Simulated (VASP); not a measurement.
Wanted: the native input for a VASP 6.6.1 run.

* Task: relaxation of cell and atoms
* Functional: PBE
* Potentials or basis: VASP PAW PBE potentials, release 64 (Cu, H)
* Cutoff: 600 eV
* k mesh: 6 × 6 × 6
* Occupations: gaussian, width 0.1 eV
* Spin: no spin polarisation
* Dipole correction: no
* Further INCAR settings: ALGO = Normal; EDIFF = 1e-06; IBRION = 2; EDIFFG = -0.04; NSW = 90; ISIF = 3

The structure of Cu4H lies in POSCAR:

```
Cu4H
1.0
   -2.4570731700      2.4570731700      2.4570731700
    2.4570731700     -2.4570731700      2.4570731700
    2.4570731700      2.4570731700     -2.4570731700
Cu H
4 1
Direct
    0.0000000000      0.0000000000      0.5000000000
    0.5000000000      0.0000000000      0.0000000000
    0.0000000000      0.5000000000      0.0000000000
    0.5000000000      0.5000000000      0.5000000000
    0.0000000000      0.0000000000      0.0000000000
```

These files were run (other wordings do the same):

INCAR

```
SYSTEM = Cu4H
ALGO = Normal
EDIFF = 1E-6
EDIFFG = -0.04
ENCUT = 600
GGA = PE
IBRION = 2
ISIF = 3
ISMEAR = 0
LASPH = .TRUE.
LCHARG = .FALSE.
LREAL = .FALSE.
LWAVE = .FALSE.
NELM = 60
NSW = 90
PREC = Accurate
SIGMA = 0.1
```

KPOINTS

```
k-points
0
G
  6 6 6
  0 0 0
```

Potentials or basis: VASP PAW PBE potentials, release 64 (Cu, H).

Command:

```bash
$ cat potpaw_PBE.64/Cu/POTCAR potpaw_PBE.64/H/POTCAR > POTCAR
$ mpirun -np 1 vasp_std > vasp.out
```

Results of the run:

The relaxed volume is 11.40 Å³/atom and the relaxed cell is a = 4.199 Å, b = 4.199 Å, c = 4.199 Å, α = 109.47°, β = 109.47°, γ = 109.47°. The space group after relaxing (to 0.05 Å) is Im-3m (No. 229), the energy gained by relaxing is 5.3 meV/atom and the ionic steps are 2. The pressure after relaxing is 0.3 GPa.

Run time: 2.3 min on 1 thread of AMD EPYC 7R13, with other jobs on the host, peak memory 0.19 GiB.
